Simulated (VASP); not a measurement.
A run of VASP 6.6.1 is set up as follows.

POSCAR

```
WS2
1.0
    3.1835163552      0.0000000000      0.0000000000
   -1.5917581776      2.7570060369      0.0000000000
    0.0000000000      0.0000000000     16.9505778900
W S
1 2
Direct
    0.0000000000      0.0000000000      0.0000000000
    0.3333333333      0.6666666667      0.0920005100
    0.3333333333      0.6666666667      0.9079994900
```

Contents of INCAR.step1:

```
PREC = Accurate ; ENCUT = 520
EDIFF = 1E-5 ; ISMEAR = -1
SIGMA = 0.05 ; LREAL = F
LASPH = T ; NELM = 60
ALGO = Normal ; ISIF = 2
LWAVE = T ; NBANDS = 20
GGA = PE
```

The input INCAR.step2:

```
PREC = Accurate ; ENCUT = 520
EDIFF = 1E-7 ; ISMEAR = -1
SIGMA = 0.05 ; LREAL = F
LASPH = T ; NELM = 60
ALGO = Normal ; ISIF = 2
LWAVE = F ; LCHARG = T
GGA = PS ; LHFCALC = T
AEXX = 0.25 ; HFSCREEN = 0.207
PRECFOCK = Normal ; LELF = T
LVHAR = T ; NBANDS = 20
ISTART = 1
```

File KPOINTS:

```
Automatic mesh
0
Gamma
  5 5 1
```

Potentials or basis: VASP PAW PBE potentials, release 64 (W_sv, S).

Command:

```bash
$ cat potpaw_PBE.64/W_sv/POTCAR potpaw_PBE.64/S/POTCAR > POTCAR
$ cp INCAR.step1 INCAR
$ mpirun -np 1 vasp_std > vasp.out
$ cp INCAR.step2 INCAR
$ mpirun -np 1 vasp_std > vasp.out
```

**Question.** Estimate the largest force.

**Answer.** 0.513 eV/Å.

**Question.** What does it give for the band gap on the k mesh?

**Answer.** 2.79 eV (least direct gap 3.31 eV).

Forces in eV/Å, atoms in the order of the input:
```
W    0.000  0.000  0.000
S    0.000  0.000 -0.513
S    0.000  0.000  0.513
```

Caveat: the k points lie up to 0.46 Å⁻¹ apart; there is no dipole correction, which matters where the two faces differ; the PAW data sets were made with another functional, which shifts forces and pressure a little; spin-orbit coupling is left out, which moves the levels of the heavy elements.
